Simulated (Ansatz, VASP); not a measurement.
# Pt: VASP beside Ansatz

INCAR

```
PREC = Accurate
ENCUT = 520
EDIFF = 1E-7
ISMEAR = 0
SIGMA = 0.15
LREAL = F
LASPH = T
NELM = 60
ALGO = Normal
ISIF = 2
LWAVE = F
LCHARG = T
GGA = PE
LELF = T
LVHAR = T
NBANDS = 11
```

The input KPOINTS:

```
Automatic mesh
0
Gamma
  20 20 20
```

Contents of POSCAR:

```
Pt
1.0
   -0.1984964712      1.8460171817      1.8460171817
    1.8460171817     -0.1984964712      1.8460171817
    1.8460171817      1.8460171817     -0.1984964712
Pt
1
Direct
    0.0000000000      0.0000000000      0.0000000000
```

Input for Ansatz:

```yaml
crystal:
  lattice:
    - [-0.1984964712, 1.8460171817, 1.8460171817]
    - [1.8460171817, -0.1984964712, 1.8460171817]
    - [1.8460171817, 1.8460171817, -0.1984964712]
  atoms:
    - { symbol: Pt, position: [0.0, 0.0, 0.0] }
basis:
  ecutwfc: 420
kpoints:
  mp_grid: { grid: [20, 20, 20] }
hamiltonian:
  xc: pbe
  pseudopotentials: { kind: paw, azcp: { folder: soft_1 } }
scf:
  occupations: { method: gaussian, width: 0.15 }
output:
  forces: true
  stress: true
  eigenvalues: true
```

Change from the starting cell: equal engineering shear yz, xz and xy -0.1000, equal normal strain along x, y and z -0.0200.

Alike in both runs: task single point; functional PBE; k mesh 20 × 20 × 20; occupations gaussian, width 0.15 eV; no spin polarisation.

```csv
,VASP,Ansatz
version,VASP 6.6.1,Ansatz 0.2.0
potentials or method,"VASP PAW PBE potentials, release 64 (Pt), cutoff 520 eV","scalar-relativistic, plane waves, PAW"
valence electrons in the cell,10,18
```

Ansatz gave:

* gap on the k mesh at the Fermi level (eV): none
* pressure (GPa): 28.3
* traceless stress, the component that is largest in VASP (GPa): 11.09

Question: Which values does VASP return?

Answer: gap on the k mesh at the Fermi level (eV): none; pressure (GPa): 27.7; traceless stress, the component that is largest in VASP (GPa): 11.01.

A gap of «none» marks a metal or a gap that the smearing closes. With one functional, cell and mesh, what is left measures potentials, basis and numerics. VASP's potentials hold 10 valence electrons a cell and Ansatz's 18, so a difference there can come from the potentials and not from the codes.

Spin-orbit coupling is off throughout.
